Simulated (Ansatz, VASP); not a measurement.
**One calculation of TaCl3F, two programs**

File INCAR:

```
SYSTEM = TaCl3F
PREC     = Accurate       ! precision mode
ENCUT    = 600            ! plane-wave cutoff, eV
EDIFF    = 1E-6           ! SCF threshold, eV
ISMEAR   = 0              ! smearing method
SIGMA    = 0.15           ! smearing width, eV
LREAL    = .FALSE.        ! projectors in reciprocal space
LASPH    = .TRUE.         ! aspherical terms in the spheres
NELM     = 100            ! most SCF steps
ALGO     = Normal         ! electronic algorithm
ISIF     = 3              ! what is computed and relaxed
LWAVE    = .FALSE.        ! write WAVECAR
LCHARG   = .FALSE.        ! write CHGCAR
GGA      = PE             ! functional
IBRION   = 2              ! ionic algorithm
NSW      = 36             ! ionic steps
EDIFFG   = -0.08          ! ionic threshold
```

KPOINTS

```
Automatic mesh
0
G
  3 3 2
  0 0 0
```

The input POSCAR:

```
TaCl3F
1.0
    5.6314868000     -3.3000000000      0.0000000000
    5.6314868000      3.3000000000      0.0000000000
   -5.1268559800      0.0000000000      5.8783796900
Ta Cl F
2 6 2
Direct
    0.7800000000      0.2200000000      0.0000000000
    0.2200000000      0.7800000000      0.0000000000
    0.5030000000      0.0330000000      0.3040000000
    0.0330000000      0.5030000000      0.3040000000
    0.4970000000      0.9670000000      0.6960000000
    0.9670000000      0.4970000000      0.6960000000
    0.0300000000      0.0300000000      0.8000000000
    0.9700000000      0.9700000000      0.2000000000
    0.5180000000      0.5180000000      0.8580000000
    0.4820000000      0.4820000000      0.1420000000
```

Input for Ansatz:

```yaml
crystal:
  lattice:
    - [5.6314868, -3.3, 0.0]
    - [5.6314868, 3.3, 0.0]
    - [-5.12685598, 0.0, 5.87837969]
  atoms:
    - { symbol: Ta, position: [0.78, 0.22, 0.0] }
    - { symbol: Ta, position: [0.22, 0.78, 0.0] }
    - { symbol: Cl, position: [0.503, 0.033, 0.304] }
    - { symbol: Cl, position: [0.033, 0.503, 0.304] }
    - { symbol: Cl, position: [0.497, 0.967, 0.696] }
    - { symbol: Cl, position: [0.967, 0.497, 0.696] }
    - { symbol: Cl, position: [0.03, 0.03, 0.8] }
    - { symbol: Cl, position: [0.97, 0.97, 0.2] }
    - { symbol: F, position: [0.518, 0.518, 0.858] }
    - { symbol: F, position: [0.482, 0.482, 0.142] }
basis:
  ecutwfc: 420
kpoints:
  mp_grid: { grid: [3, 3, 2] }
hamiltonian:
  xc: pbe
scf:
  occupations: { method: gaussian, width: 0.15 }
  lower_state_search: "off"
output:
  forces: true
  stress: true
  eigenvalues: true
relax:
  adjacent_minimum: "off"
  f_tol: 0.08
  max_steps: 16
  cell: { stress_tol: 0.8 }
```

Alike in both runs: task relaxation of cell and atoms; functional PBE; k mesh 3 × 3 × 2; occupations gaussian, width 0.15 eV; no spin polarisation.

|  | VASP | Ansatz |
| --- | --- | --- |
| version | VASP 6.6.1 | Ansatz 0.2.0 |
| potentials or method | VASP PAW PBE potentials, release 64 (Ta_pv, Cl, F), cutoff 600 eV | scalar-relativistic, plane waves, PAW |
| valence electrons in the cell | 78 | 82 |

```tsv
	VASP	Ansatz	Ansatz less VASP
gap on the k mesh at the Fermi level, each at its own relaxed structure (eV)	0.87	0.89	+0.022
relaxed volume (Å³/atom)	26.62	28.18	+1.556
relaxed length of the cell vector where the two differ most in proportion (Å)	7.077	7.255	+0.1777
```

One of these differences is far larger than is usual between the two programs; its cause wasn't traced. VASP's potentials hold 78 valence electrons a cell and Ansatz's 82, so a difference there can come from the potentials and not from the codes.

The k mesh is coarse, so the values compare programs but aren't converged. Neither program's run includes spin-orbit coupling. Noted on VASP's run: the volume moved by over 15 % at a fixed basis, so the end points are rough.
